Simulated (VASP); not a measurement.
# Ta (P6_3/mmc) in VASP: further runs

The runs below take Ta through relaxation of cell and atoms, single point, with PBE.

Everything below comes from runs of VASP 6.6.1. Logs are shortened: lines on timing, memory, paths and dates and some standing lists are left out, and cuts for length are marked.

## (1) The cell of the first run

Symmetry: P6_3/mmc, No. 194, hexagonal system. The conventional cell has a = 4.633 Å, b = 4.633 Å, c = 4.798 Å, α = 90.00°, β = 90.00°, γ = 120.00°. Ta (site symmetry -6m2) has 5 Ta at 2.40 to 2.67 Å within 3.2 Å. Ta (site symmetry -6m2) has 15 Ta at 2.67 to 3.59 Å within 3.6 Å.

This isn't the form of Ta at room conditions, which is bcc.

## (2) Relaxation of cell and atoms, PBE

Input file INCAR:

```
SYSTEM = Ta
ALGO     = Normal         ! electronic algorithm
EDIFF    = 1E-6           ! SCF threshold, eV
EDIFFG   = -0.04          ! ionic threshold
ENCUT    = 600            ! plane-wave cutoff, eV
GGA      = PE             ! functional
IBRION   = 2              ! ionic algorithm
ISIF     = 3              ! what is computed and relaxed
ISMEAR   = 0              ! smearing method
LASPH    = .TRUE.         ! aspherical terms in the spheres
LCHARG   = .FALSE.        ! write CHGCAR
LREAL    = .FALSE.        ! projectors in reciprocal space
LWAVE    = .FALSE.        ! write WAVECAR
NELM     = 80             ! most SCF steps
NSW      = 90             ! ionic steps
PREC     = Accurate       ! precision mode
SIGMA    = 0.1            ! smearing width, eV
```

Input file KPOINTS:

```
k-points
0
G
  6 6 4
  0 0 0
```

Input file POSCAR:

```
Ta
1.0
    4.6330780806      0.0000000000      0.0000000000
   -2.3165390403      4.0123633155      0.0000000000
    0.0000000000      0.0000000000      4.7982132994
Ta
4
Direct
    0.0000000000      0.0000000000      0.2500000000
    0.0000000000      0.0000000000      0.7500000000
    0.3333333333      0.6666666667      0.7500000000
    0.6666666667      0.3333333333      0.2500000000
```

Potentials or basis: VASP PAW PBE potentials, release 64 (Ta_pv).

On the command line:

```
$ cat potpaw_PBE.64/Ta_pv/POTCAR > POTCAR
$ mpirun -np 1 vasp_std > vasp.out
```

OUTCAR:

```text
SYSTEM = Ta
   EDIFF = 1E-6
   EDIFFG = -0.04
   ENCUT = 600
   GGA = PE
   IBRION = 2
   ISIF = 3
   ISMEAR = 0
   LASPH = .TRUE.
   LREAL = .FALSE.
   NELM = 80
   NSW = 90
   PREC = Accurate

 ion  position               nearest neighbor table
   1  0.000  0.000  0.250-   2 2.40   2 2.40   4 2.67   4 2.67   4 2.67   3 3.59   3 3.59   3 3.59
                             3 3.59   3 3.59   3 3.59
   2  0.000  0.000  0.750-   1 2.40   1 2.40   3 2.67   3 2.67   3 2.67   4 3.59   4 3.59   4 3.59
                             4 3.59   4 3.59   4 3.59
   3  0.333  0.667  0.750-   2 2.67   2 2.67   2 2.67   4 3.59   4 3.59   1 3.59   1 3.59   4 3.59
                             4 3.59   1 3.59   1 3.59   1 3.59   1 3.59   4 3.59   4 3.59
   4  0.667  0.333  0.250-   1 2.67   1 2.67   1 2.67   3 3.59   3 3.59   2 3.59   2 3.59   3 3.59
                             3 3.59   2 3.59   2 3.59   2 3.59   2 3.59   3 3.59   3 3.59

  LATTYP: Found a hexagonal cell.
 ALAT       =     4.6330780806
 C/A-ratio  =     1.0356426583

  Lattice vectors:

 A1 = (   4.6330780806,   0.0000000000,   0.0000000000)
 A2 = (  -2.3165390403,   4.0123633155,   0.0000000000)
 A3 = (   0.0000000000,   0.0000000000,   4.7982132994)

Analysis of symmetry for initial positions (statically):
=====================================================================
 Subroutine PRICEL returns:
 Original cell was already a primitive cell.

 Routine SETGRP: Setting up the symmetry group for a
 hexagonal supercell.

 Subroutine GETGRP returns: Found 24 space group operations
 (whereof 12 operations were pure point group operations)
 out of a pool of 24 trial point group operations.

The static configuration has the point symmetry D_3d.
 The point group associated with its full space group is D_6h.

Analysis of symmetry for dynamics (positions and initial velocities):
=====================================================================
 Subroutine PRICEL returns:
 Original cell was already a primitive cell.

 Routine SETGRP: Setting up the symmetry group for a
 hexagonal supercell.

 Subroutine GETGRP returns: Found 24 space group operations
 (whereof 12 operations were pure point group operations)
 out of a pool of 24 trial point group operations.

The dynamic configuration has the point symmetry D_3d.
 The point group associated with its full space group is D_6h.

 Subroutine INISYM returns: Found 24 space group operations
 (whereof 12 operations are pure point group operations),
 and found     1 'primitive' translations

----------------------------------------------------------------------------------------

                                     Primitive cell

  volume of cell :      89.1968

  direct lattice vectors                    reciprocal lattice vectors
     4.633078081  0.000000000  0.000000000     0.215839229  0.124614837  0.000000000
    -2.316539040  4.012363316  0.000000000     0.000000000  0.249229674  0.000000000
     0.000000000  0.000000000  4.798213299     0.000000000  0.000000000  0.208410910

  length of vectors
     4.633078081  4.633078081  4.798213299     0.249229674  0.249229674  0.208410910

  position of ions in fractional coordinates (direct lattice)
     0.000000000  0.000000000  0.250000000
     0.000000000  0.000000000  0.750000000
     0.333333333  0.666666667  0.750000000
     0.666666667  0.333333333  0.250000000

  ion indices of the primitive-cell ions
   primitive index   ion index
                 1           1
                 2           2
                 3           3
                 4           4

----------------------------------------------------------------------------------------

 KPOINTS: k-points

Automatic generation of k-mesh.
 Grid dimensions read from file:
 generate k-points for:    6    6    4

 Generating k-lattice:

  Cartesian coordinates                     Fractional coordinates (reciprocal lattice)
     0.035973205  0.020769139  0.000000000     0.166666667  0.000000000  0.000000000
     0.000000000  0.041538279  0.000000000     0.000000000  0.166666667  0.000000000
     0.000000000  0.000000000  0.052102727     0.000000000  0.000000000  0.250000000

  Length of vectors
     0.041538279  0.041538279  0.052102727

  Shift w.r.t. Gamma in fractional coordinates (k-lattice)
     0.000000000  0.000000000  0.000000000

 Subroutine IBZKPT returns following result:
 ===========================================

 Found     21 irreducible k-points:

 Following reciprocal coordinates:
            Coordinates               Weight
  0.000000  0.000000  0.000000      1.000000
  0.166667  0.000000  0.000000      6.000000
  0.333333  0.000000  0.000000      6.000000
  0.500000  0.000000  0.000000      3.000000
  0.166667  0.166667  0.000000      6.000000
  0.333333  0.166667  0.000000     12.000000
[... 13 lines left out ...]
  0.333333  0.166667  0.500000     12.000000
  0.333333  0.333333  0.500000      2.000000
   k-points           NKPTS =     21   k-points in BZ     NKDIM =     21   number of bands    NBANDS=     26
   number of dos      NEDOS =    301   number of ions     NIONS =      4
   total plane-waves  NPLWV =  64000
   dimension x,y,z NGX =    40 NGY =   40 NGZ =   40
   dimension x,y,z NGXF=    80 NGYF=   80 NGZF=   80
   ions per type =               4
   NGX,Y,Z   is equivalent  to a cutoff of  14.35, 14.35, 13.86 a.u.
   NGXF,Y,Z  is equivalent  to a cutoff of  28.71, 28.71, 27.72 a.u.
 SYSTEM =  Ta
   PREC   = accura    normal or accurate (medium, high low for compatibility)
   ISTART =      0    job   : 0-new  1-cont  2-samecut
   ICHARG =      2    charge: 1-file 2-atom 10-const
   ISPIN  =      1    spin polarized calculation?
   LNONCOLLINEAR =      F non collinear calculations
   LSORBIT =      F    spin-orbit coupling
   LASPH  =      T    aspherical Exc in radial PAW
   ENCUT  =  600.0 eV  44.10 Ry    6.64 a.u.   9.25  9.25  9.58*2*pi/ulx,y,z
   NELM   =     80;   NELMIN=  2; NELMDL= -5     # of ELM steps
   EDIFF  = 0.1E-05   stopping-criterion for ELM
   LREAL  =      F    real-space projection
   EDIFFG = -.4E-01   stopping-criterion for IOM
   NSW    =     90    number of steps for IOM
   IBRION =      2    ionic relax: 0-MD 1-quasi-New 2-CG
   NFREE  =      1    steps in history (QN), initial steepest desc. (CG)
   ISIF   =      3    stress and relaxation
   ISYM   =      2    0-nonsym 1-usesym 2-fastsym
   POTIM  = 0.5000    time-step for ionic-motion
   TEBEG  =    0.0;   TEEND  =   0.0 temperature during run
   PSTRESS=    0.0 pullay stress
   NELECT =      44.0000    total number of electrons
   NUPDOWN=      -1.0000    fix difference up-down
   EMIN   =  10.00;   EMAX   =-10.00  energy-range for DOS
   EFERMI =   0.00;   METHOD = LEGACY
   ISMEAR =     0;   SIGMA  =   0.10  broadening in eV -4-tet -1-fermi 0-gaus
   EFERMI_NEDOS =   21; number of points for ismear=-14 and -15
   IALGO  =     38    algorithm
   IMIX   =      4    mixing-type and parameters
     AMIX     =   0.40;   BMIX     =  1.00
     AMIX_MAG =   1.60;   BMIX_MAG =  1.00
  volume/ion in A,a.u.               =      22.30       150.48
  Fermi-wavevector in a.u.,A,eV,Ry     =   1.293528  2.444414 22.765477  1.673215
  Thomas-Fermi vector in A             =   2.425168
   LORBIT       =      0    0 simple, 1 ext, 2 COOP (PROOUT), +10 PAW based schemes
   GGA     = PE    functional components
   LHFCALC =     F    Hartree Fock is set to
   AEXX    =    0.0000 exact exchange contribution
   IVDW    =     0    specifies the selected vdW correction
   LEPSILON=     F    determine dielectric tensor
   LRPA    =     F    only Hartree local field effects (RPA)
 conjugate gradient relaxation of ions
 non-spin polarized calculation
 Gauss-broadening in eV      SIGMA  =   0.10
  energy-cutoff  :      600.00
  volume of cell :       89.20
 maximum number of plane-waves:      3031
 NGX is ok and might be reduce to    40
   NGX = 19   NGY = 19   NGZ = 19

--------------------------------------- Ionic step        1  -------------------------------------------

 number of electron      43.9999998 magnetization

 Free energy of the ion-electron system (eV)
  ---------------------------------------------------
  ext. energy  EPLUGINS =         0.00000000
  ---------------------------------------------------
  free energy    TOTEN  =       -40.67513459 eV

  energy without entropy =      -40.63653575  energy(sigma->0) =      -40.65583517

------------------------ aborting loop because EDIFF is reached ----------------------------------------

  FORCE on cell =-STRESS in cart. coord.  units (eV):
  Direction    XX          YY          ZZ          XY          YZ          ZX
  --------------------------------------------------------------------------------------
  -------------------------------------------------------------------------------------
  Total        0.1687537      0.1687537      1.8077895      0.0000000      0.0000000      0.0000000
  in kB        3.0311990      3.0311990     32.4719994      0.0000000      0.0000000      0.0000000
  external PRESSURE =      12.8447991 kB  Pullay stress =       0.0000000 kB
[... 137 lines left out ...]
  energy  without entropy=      -40.6429670472  energy(sigma->0) =      -40.66413831

--------------------------------------- Ionic step        5  -------------------------------------------

 number of electron      44.0000004 magnetization

 Free energy of the ion-electron system (eV)
  ---------------------------------------------------
  ext. energy  EPLUGINS =         0.00000000
  ---------------------------------------------------
  free energy    TOTEN  =       -40.68554846 eV

  energy without entropy =      -40.64338642  energy(sigma->0) =      -40.66446744

 E-fermi :   3.8726     XC(G=0): -11.2817

 val. band max:        3.8497308214   @ k =   0.3333   0.3333   0.0000
 cond. band min:       3.8877816819   @ k =   0.3333   0.1667   0.2500
 fundamental gap:      0.0380508605
 Fermi energy:         3.8726221350

 k-point     1 :       0.0000    0.0000    0.0000
  band No.  band energies     occupation
      1     -31.4588      2.00000
      2     -30.8806      2.00000
      3     -30.8494      2.00000
      4     -30.7876      2.00000
      5     -30.7876      2.00000
      6     -30.7386      2.00000
[... 629 lines left out ...]
  FREE ENERGIE OF THE ION-ELECTRON SYSTEM (eV)
  ---------------------------------------------------
  free  energy   TOTEN  =       -40.6855484568 eV

  energy  without entropy=      -40.6433864203  energy(sigma->0) =      -40.66446744

 reached required accuracy - stopping structural energy minimisation
```

Wall time 90 s (1 thread of Intel Xeon 6975P-C (Granite Rapids), shared host); peak memory 0.26 GiB.

Results:

* Free energy: -40.6855 eV
* Relaxed volume: 22.51 Å³/atom
* Relaxed cell: a = 4.627 Å, b = 4.627 Å, c = 4.856 Å, α = 90.00°, β = 90.00°, γ = 120.00°
* Space group after relaxing (to 0.1 Å): P6_3/mmc (No. 194)
* Energy gained by relaxing: 2.6 meV/atom
* Ionic steps: 5
* Pressure after relaxing: 0.0 GPa
* Band gap on the k mesh: zero (bands 22 and 23 overlap by 0.55 eV)

The path:
```tsv
step	energy change (eV)	largest force (eV/Å)	pressure (GPa)	volume (Å³)
1	0.0000	0.0000	1.28	89.20
2	0.0000	0.0000	-1.91	91.51
3	-0.0096	0.0000	-0.37	90.33
4	-0.0102	0.0000	0.22	89.87
5	-0.0104	0.0000	0.01	90.03
```

Final structure:
```
CELL_PARAMETERS angstrom
4.62679 0.00000 0.00000
-2.31339 4.00692 0.00000
0.00000 0.00000 4.85624
ATOMIC_POSITIONS crystal
Ta 0.00000 0.00000 0.25000
Ta 0.00000 0.00000 0.75000
Ta 0.33333 0.66667 0.75000
Ta 0.66667 0.33333 0.25000
```

Levels at points of the mesh, in eV from the Fermi level:
```csv
k point,band 18,band 19,band 20,band 21,band 22,band 23,band 24,band 25,band 26
"(0.00, 0.00, 0.00)",-0.73,-0.73,-0.17,-0.17,-0.16,-0.16,1.14,1.14,1.29
"(0.50, 0.00, 0.00)",-2.10,-1.24,-0.88,-0.83,-0.37,-0.14,0.02,2.15,2.28
"(0.00, 0.00, 0.50)",-1.69,0.15,0.15,0.34,0.34,0.34,0.34,1.90,1.90
"(0.50, 0.00, 0.50)",-1.64,-1.58,-1.58,-0.77,-0.77,0.35,0.35,1.80,1.80
```

Caveat: spin-orbit coupling is left out, which moves the levels of the heavy elements.

(Part 1 of 2 ends here.)

The gap in the log of VASP goes by the Fermi energy; the results here count the filled bands.